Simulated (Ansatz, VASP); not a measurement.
## HfN: VASP beside Ansatz

POSCAR

```
HfN
1.0
    0.0000000000      2.2560000000      2.2560000000
    2.2560000000      0.0000000000      2.2560000000
    2.2560000000      2.2560000000      0.0000000000
Hf N
1 1
Direct
    0.0000000000      0.0000000000      0.0000000000
    0.5000000000      0.5000000000      0.5000000000
```

The input INCAR.step1:

```
SYSTEM = HfN
PREC = Accurate
ENCUT = 600
ISMEAR = -1
SIGMA = 0.1
LREAL = .FALSE.
LASPH = .TRUE.
NELM = 100
GGA = PE
ALGO = Normal
EDIFF = 1E-4
LWAVE = .TRUE.
LCHARG = .FALSE.
```

File INCAR.step2:

```
SYSTEM = HfN
PREC = Accurate
ENCUT = 600
EDIFF = 1E-6
ISMEAR = -1
SIGMA = 0.1
LREAL = .FALSE.
LASPH = .TRUE.
NELM = 100
ALGO = Normal
ISIF = 3
LWAVE = .FALSE.
LCHARG = .FALSE.
METAGGA = R2SCAN
LMIXTAU = .TRUE.
IBRION = 2
NSW = 100
EDIFFG = -0.002
ISTART = 1
```

The input KPOINTS:

```
Automatic mesh
0
G
  12 12 12
  0 0 0
```

Input for Ansatz:

```yaml
crystal:
  lattice:
    - [0.0, 2.256, 2.256]
    - [2.256, 0.0, 2.256]
    - [2.256, 2.256, 0.0]
  atoms:
    - { symbol: Hf, position: [0.0, 0.0, 0.0] }
    - { symbol: "N", position: [0.5, 0.5, 0.5] }
kpoints:
  mp_grid: { grid: [12, 12, 12] }
scf:
  occupations: { method: fermi_dirac, width: 0.1 }
hamiltonian:
  xc: r2scan
  pseudopotentials: { kind: paw }
relax:
  f_tol: 0.002
  max_steps: 80
  cell: {}
output:
  forces: true
  stress: true
```

Alike in both runs: task relaxation of cell and atoms; functional r2SCAN; k mesh 12 × 12 × 12; occupations fermi-dirac, width 0.1 eV; no spin polarisation.

```csv
,VASP,Ansatz
version,VASP 6.6.1,Ansatz 0.2.0
potentials or method,"VASP PAW PBE potentials, release 64 (Hf_pv, N)","PAW with Ansatz's default frozen-core files, scalar-relativistic"
plane-wave cutoff (eV),600,500
valence electrons in the cell,15,31
```

|  | VASP | Ansatz | Ansatz less VASP |
| --- | --- | --- | --- |
| relaxed volume (Å³/atom) | 11.48 | 11.58 | +0.105 |
| relaxed cell length with the largest relative difference (Å) | 3.190 | 3.200 | +0.0097 |

VASP's potentials were made for PBE, not for r2SCAN. VASP's potentials hold 15 valence electrons a cell and Ansatz's 31, so a difference there can come from the potentials and not from the codes.

Neither program's run includes spin-orbit coupling.
